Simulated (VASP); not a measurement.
# WC (P1) in VASP: single point with PBE

Aim: the single point of WC with PBE.

Everything below comes from runs of VASP 6.6.1. Logs are shortened: lines on timing, memory, paths and dates and some standing lists are left out, and cuts for length are marked.

## Step 1: The cell of the first run

The typed cell holds 16 atoms: a = 5.999 Å, b = 5.195 Å, c = 5.888 Å, α = 90.00°, β = 90.00°, γ = 90.00°.

## Step 2: Single point, PBE

The input, INCAR:

```
SYSTEM = WC
PREC = Accurate ; ENCUT = 520
EDIFF = 1E-6 ; ISMEAR = -1
SIGMA = 0.3 ; LREAL = Auto
LASPH = .True. ; NELM = 80
ALGO = Normal ; ISIF = 2
LWAVE = .False. ; LCHARG = .False.
GGA = PE ; NBANDS = 86
```

The input, KPOINTS:

```
Automatic mesh
0
Gamma
  3 3 3
  0 0 0
```

The input, POSCAR:

```
WC
1.0
   -2.9993780000     -5.1950750000      0.0000000000
    4.4990670000     -2.5975380000      0.0000000000
    0.0000000000      0.0000000000      5.8881830000
W C
8 8
Direct
    0.7891685669      0.4949725883      0.0132808372
    0.7790456479      0.4921581246      0.5043831009
    0.5342675184     -0.0101865029     -0.0036683642
    0.5320224064     -0.0129724004      0.5048586296
    0.2848815672      0.4877383478      0.0049760682
    0.2814387673      0.5081367419      0.5020394237
    0.0223558489     -0.0010549651      0.0001698317
    0.0357047269     -0.0117375508      0.4895058459
    0.5323294593      0.6714852811      0.2471390580
    0.5490959356      0.6651704162      0.7480745758
    0.2780941724      0.1427428270      0.2578044874
    0.2725619121      0.1618149280      0.7360674762
    0.0366783814      0.6741202854      0.2438103571
    0.0276484231      0.6752795795      0.7451534709
    0.7770789737      0.1485315906      0.2518943450
    0.7968293732      0.1823694761      0.7469197204
```

Potentials or basis: VASP PAW PBE potentials, release 64 (W_sv, C).

Command:

```console
$ cat potpaw_PBE.64/W_sv/POTCAR potpaw_PBE.64/C/POTCAR > POTCAR
$ mpirun -np 1 vasp_std > vasp.out
```

OUTCAR:

```text
SYSTEM = WC
   PREC = Accurate
   ENCUT = 520
   EDIFF = 1E-6
   ISMEAR = -1
   LREAL = Auto
   LASPH = .True.
   NELM = 80
   ISIF = 2
   GGA = PE

 ion  position               nearest neighbor table
   1  0.789  0.495  0.013-  13 2.22  16 2.26   9 2.26  15 2.28  10 2.30  14 2.33   2 2.89   7 2.93
                             7 2.97   5 2.97   3 2.99   2 3.00   5 3.03   3 3.04
   2  0.779  0.492  0.504-  16 2.15  10 2.18  14 2.27   9 2.31  15 2.32  13 2.37   1 2.89   4 2.97
                             6 2.99   1 3.00   8 3.00   4 3.01   6 3.01   8 3.04
   3  0.534  0.990  0.996-   9 2.22  10 2.23  15 2.25  11 2.32  12 2.37  16 2.37   4 2.89   7 2.93
                             5 2.99   1 2.99   4 2.99   5 3.01   1 3.04   7 3.07
   4  0.532  0.987  0.505-  10 2.20   9 2.23  15 2.25  11 2.26  12 2.26  16 2.36   3 2.89   6 2.91
                             2 2.97   8 2.98   3 2.99   2 3.01   8 3.02   6 3.10
   5  0.285  0.488  0.005-  13 2.27   9 2.27  12 2.32  11 2.33  10 2.38  14 2.38   6 2.93   6 2.96
                             1 2.97   7 2.99   3 2.99   3 3.01   1 3.03   7 3.09
   6  0.281  0.508  0.502-  14 2.26  12 2.27  13 2.28   9 2.29  10 2.31  11 2.38   8 2.90   4 2.91
                             5 2.93   5 2.96   2 2.99   2 3.01   8 3.08   4 3.10
   7  0.022  0.999  0.000-  13 2.22  16 2.23  15 2.23  14 2.25  11 2.28  12 2.32   8 2.88   3 2.93
                             1 2.93   1 2.97   5 2.99   8 3.01   3 3.07   5 3.09
   8  0.036  0.988  0.490-  11 2.15  13 2.18  14 2.22  12 2.22  15 2.25  16 2.32   7 2.88   6 2.90
                             4 2.98   2 3.00   7 3.01   4 3.02   2 3.04   6 3.08
   9  0.532  0.671  0.247-   3 2.22   4 2.23   1 2.26   5 2.27   6 2.29   2 2.31
  10  0.549  0.665  0.748-   2 2.18   4 2.20   3 2.23   1 2.30   6 2.31   5 2.38
  11  0.278  0.143  0.258-   8 2.15   4 2.26   7 2.28   3 2.32   5 2.33   6 2.38
  12  0.273  0.162  0.736-   8 2.22   4 2.26   6 2.27   5 2.32   7 2.32   3 2.37
  13  0.037  0.674  0.244-   8 2.18   7 2.22   1 2.22   5 2.27   6 2.28   2 2.37
  14  0.028  0.675  0.745-   8 2.22   7 2.25   6 2.26   2 2.27   1 2.33   5 2.38
  15  0.777  0.149  0.252-   7 2.23   8 2.25   3 2.25   4 2.25   1 2.28   2 2.32
  16  0.797  0.182  0.747-   2 2.15   7 2.23   1 2.26   8 2.32   4 2.36   3 2.37

  LATTYP: Found a simple orthorhombic cell.
 ALAT       =     5.1950753153
 B/A-ratio  =     1.1334162919
 C/A-ratio  =     1.1547004731

  Lattice vectors:

 A1 = (   4.4990670000,  -2.5975380000,   0.0000000000)
 A2 = (   0.0000000000,   0.0000000000,   5.8881830000)
 A3 = (  -2.9993780000,  -5.1950750000,   0.0000000000)

Analysis of symmetry for initial positions (statically):
=====================================================================
 Subroutine PRICEL returns:
 Original cell was already a primitive cell.

 Routine SETGRP: Setting up the symmetry group for a
 simple orthorhombic supercell.

 Subroutine GETGRP returns: Found  1 space group operations
 (whereof  1 operations were pure point group operations)
 out of a pool of  8 trial point group operations.

The static configuration has the point symmetry C_1 .

Analysis of symmetry for dynamics (positions and initial velocities):
=====================================================================
 Subroutine PRICEL returns:
 Original cell was already a primitive cell.

 Routine SETGRP: Setting up the symmetry group for a
 simple orthorhombic supercell.

 Subroutine GETGRP returns: Found  1 space group operations
 (whereof  1 operations were pure point group operations)
 out of a pool of  8 trial point group operations.

The dynamic configuration has the point symmetry C_1 .

 Subroutine INISYM returns: Found  1 space group operations
 (whereof  1 operations are pure point group operations),
 and found     1 'primitive' translations

----------------------------------------------------------------------------------------

                                     Primitive cell

  volume of cell :     183.4993

  direct lattice vectors                    reciprocal lattice vectors
    -2.999378000 -5.195075000  0.000000000    -0.083350627 -0.144367495  0.000000000
     4.499067000 -2.597538000  0.000000000     0.166701221 -0.096244997  0.000000000
     0.000000000  0.000000000  5.888183000     0.000000000  0.000000000  0.169831678

  length of vectors
     5.998755925  5.195075315  5.888183000     0.166701231  0.192489991  0.169831678

  position of ions in fractional coordinates (direct lattice)
     0.789168567  0.494972588  0.013280837
     0.779045648  0.492158125  0.504383101
[... 46 lines left out ...]
     0.055567074 -0.032081666  0.000000000    -0.000000000  0.333333333  0.000000000
     0.000000000  0.000000000  0.056610559     0.000000000  0.000000000  0.333333333

  Length of vectors
     0.055567077  0.064163330  0.056610559

  Shift w.r.t. Gamma in fractional coordinates (k-lattice)
     0.000000000  0.000000000  0.000000000

 Subroutine IBZKPT returns following result:
 ===========================================

 Found     14 irreducible k-points:

 Following reciprocal coordinates:
            Coordinates               Weight
  0.000000  0.000000  0.000000      1.000000
  0.333333  0.000000  0.000000      2.000000
  0.000000  0.333333  0.000000      2.000000
  0.333333  0.333333  0.000000      2.000000
 -0.333333  0.333333  0.000000      2.000000
  0.000000  0.000000  0.333333      2.000000
  0.333333  0.000000  0.333333      2.000000
 -0.333333  0.000000  0.333333      2.000000
  0.000000  0.333333  0.333333      2.000000
  0.000000  0.333333 -0.333333      2.000000
  0.333333  0.333333  0.333333      2.000000
 -0.333333  0.333333 -0.333333      2.000000
 -0.333333 -0.333333  0.333333      2.000000
  0.333333 -0.333333 -0.333333      2.000000
   k-points           NKPTS =     14   k-points in BZ     NKDIM =     14   number of bands    NBANDS=     86
   number of dos      NEDOS =    301   number of ions     NIONS =     16
   total plane-waves  NPLWV =  92160
   dimension x,y,z NGX =    48 NGY =   40 NGZ =   48
   dimension x,y,z NGXF=    96 NGYF=   80 NGZF=   96
   ions per type =               8   8
   NGX,Y,Z   is equivalent  to a cutoff of  13.30, 12.80, 13.55 a.u.
   NGXF,Y,Z  is equivalent  to a cutoff of  26.60, 25.60, 27.10 a.u.
 SYSTEM =  WC
   PREC   = accura    normal or accurate (medium, high low for compatibility)
   ISTART =      0    job   : 0-new  1-cont  2-samecut
   ICHARG =      2    charge: 1-file 2-atom 10-const
   ISPIN  =      1    spin polarized calculation?
   LNONCOLLINEAR =      F non collinear calculations
   LSORBIT =      F    spin-orbit coupling
   LASPH  =      T    aspherical Exc in radial PAW
   ENCUT  =  520.0 eV  38.22 Ry    6.18 a.u.  11.15  9.66 10.95*2*pi/ulx,y,z
   NELM   =     80;   NELMIN=  2; NELMDL= -5     # of ELM steps
   EDIFF  = 0.1E-05   stopping-criterion for ELM
   LREAL  =      T    real-space projection
   EDIFFG = 0.1E-04   stopping-criterion for IOM
   NSW    =      0    number of steps for IOM
   IBRION =     -1    ionic relax: 0-MD 1-quasi-New 2-CG
   NFREE  =      0    steps in history (QN), initial steepest desc. (CG)
   ISIF   =      2    stress and relaxation
   ISYM   =      2    0-nonsym 1-usesym 2-fastsym
   POTIM  = 0.5000    time-step for ionic-motion
   TEBEG  =    0.0;   TEEND  =   0.0 temperature during run
   PSTRESS=    0.0 pullay stress
   NELECT =     144.0000    total number of electrons
   NUPDOWN=      -1.0000    fix difference up-down
   EMIN   =  10.00;   EMAX   =-10.00  energy-range for DOS
   EFERMI =   0.00;   METHOD = LEGACY
   ISMEAR =    -1;   SIGMA  =   0.30  broadening in eV -4-tet -1-fermi 0-gaus
   EFERMI_NEDOS =   21; number of points for ismear=-14 and -15
   IALGO  =     38    algorithm
   IMIX   =      4    mixing-type and parameters
     AMIX     =   0.40;   BMIX     =  1.00
     AMIX_MAG =   1.60;   BMIX_MAG =  1.00
  volume/ion in A,a.u.               =      11.47        77.39
  Fermi-wavevector in a.u.,A,eV,Ry     =   1.510025  2.853534 31.023682  2.280176
  Thomas-Fermi vector in A             =   2.620270
   LORBIT       =      0    0 simple, 1 ext, 2 COOP (PROOUT), +10 PAW based schemes
   GGA     = PE    functional components
   LHFCALC =     F    Hartree Fock is set to
   AEXX    =    0.0000 exact exchange contribution
   IVDW    =     0    specifies the selected vdW correction
   LEPSILON=     F    determine dielectric tensor
   LRPA    =     F    only Hartree local field effects (RPA)
 non-spin polarized calculation
  energy-cutoff  :      520.00
  volume of cell :      183.50
 maximum number of plane-waves:      4954
 NGX is ok and might be reduce to    48
   NGX = 23   NGY = 19   NGZ = 21

 number of electron     144.0000001 magnetization

 Free energy of the ion-electron system (eV)
  ---------------------------------------------------
  ext. energy  EPLUGINS =         0.00000000
  ---------------------------------------------------
  free energy    TOTEN  =      -177.86998244 eV

  energy without entropy =     -176.72207944  energy(sigma->0) =     -177.29603094

 E-fermi :   9.9276     XC(G=0): -13.2450

 val. band max:        9.9251411333   @ k =  -0.3333   0.0000   0.3333
 cond. band min:       9.9350826420   @ k =   0.3333   0.0000   0.0000
 fundamental gap:      0.0099415086
 Fermi energy:         9.9275672101

 k-point     1 :       0.0000    0.0000    0.0000
  band No.  band energies     occupation
      1     -64.5187      2.00000
      2     -64.4838      2.00000
      3     -64.4547      2.00000
      4     -64.4367      2.00000
      5     -64.4359      2.00000
      6     -64.4048      2.00000
[... 1207 lines left out ...]
     83      13.2270      0.00003
     84      13.3617      0.00002
 [bands above 84 left out]

------------------------ aborting loop because EDIFF is reached ----------------------------------------

  FORCE on cell =-STRESS in cart. coord.  units (eV):
  Direction    XX          YY          ZZ          XY          YZ          ZX
  --------------------------------------------------------------------------------------
  -------------------------------------------------------------------------------------
  Total      -23.9820874    -24.4882873    -35.9902293     -0.2051613      0.4036017     -0.0567009
  in kB     -209.3935142   -213.8132700   -314.2395591     -1.7913135      3.5239462     -0.4950691
  external PRESSURE =    -245.8154478 kB  Pullay stress =       0.0000000 kB

 VOLUME and BASIS-vectors are now :
 -----------------------------------------------------------------------------
  energy-cutoff  :      520.00
  volume of cell :      183.50
      direct lattice vectors                 reciprocal lattice vectors
    -2.999378000 -5.195075000  0.000000000    -0.083350627 -0.144367495  0.000000000
     4.499067000 -2.597538000  0.000000000     0.166701221 -0.096244997  0.000000000
     0.000000000  0.000000000  5.888183000     0.000000000  0.000000000  0.169831678

 POSITION                                       TOTAL-FORCE (eV/Angst)
 -----------------------------------------------------------------------------------
     -0.14010     -5.38550      0.07820         0.530662      0.404933     -1.515466
     -0.12240     -5.32560      2.96990         0.158817     -0.893136     -0.341860
      2.85077     -5.34664      5.86658         0.687674      0.079745      0.543980
      2.84497     -5.32774      2.97270         0.917453     -0.626268     -0.545564
      1.33990     -2.74690      0.02930         0.635536     -0.184769     -0.626222
      1.44200     -2.78200      2.95610        -1.363469      0.590948     -0.024021
[... 8 lines left out ...]
     -1.66250     -4.42280      1.48320         0.518034     -0.473237     -0.154484
     -1.56950     -4.61330      4.39800        -0.654809      1.519033      0.288026
 -----------------------------------------------------------------------------------
    total drift:                               -0.006287      0.010612      0.010033

  FREE ENERGIE OF THE ION-ELECTRON SYSTEM (eV)
  ---------------------------------------------------
  free  energy   TOTEN  =      -177.8699824362 eV

  energy  without entropy=     -176.7220794425  energy(sigma->0) =     -177.29603094
```

It took 7.6 min on 1 thread of Intel Xeon Platinum 8259CL at 2.50GHz (Skylake/Cascade Lake), shared host; peak memory 0.37 GiB.

What came out:

| Quantity | Value |
| --- | --- |
| Free energy | -177.8700 eV |
| Pressure | -24.6 GPa |
| Largest force | 2.145 eV/Å |
| Band gap on the k mesh | zero (band 72 reaches 9.94 eV, above the bottom of band 73 at 9.92 eV) |

Forces on the atoms (eV/Å):
```
W    0.531  0.405 -1.515
W    0.159 -0.893 -0.342
W    0.688  0.080  0.544
W    0.917 -0.626 -0.546
W    0.636 -0.185 -0.626
W   -1.363  0.591 -0.024
W   -0.851 -1.116 -0.591
W    1.306  0.049  1.701
C   -0.825  0.557  0.202
C    0.358  1.122  0.457
C    0.791 -1.010 -1.042
C   -0.233 -0.806  0.948
C   -1.027  0.802  0.302
C   -0.949 -0.016  0.399
C    0.518 -0.473 -0.154
C   -0.655  1.519  0.288
```

Caveat: the k points lie up to 0.40 Å⁻¹ apart; spin-orbit coupling is left out, which moves the levels of the heavy elements; forces of over 1 eV/Å act on the atoms, so gaps and moduli don't describe the material at rest.
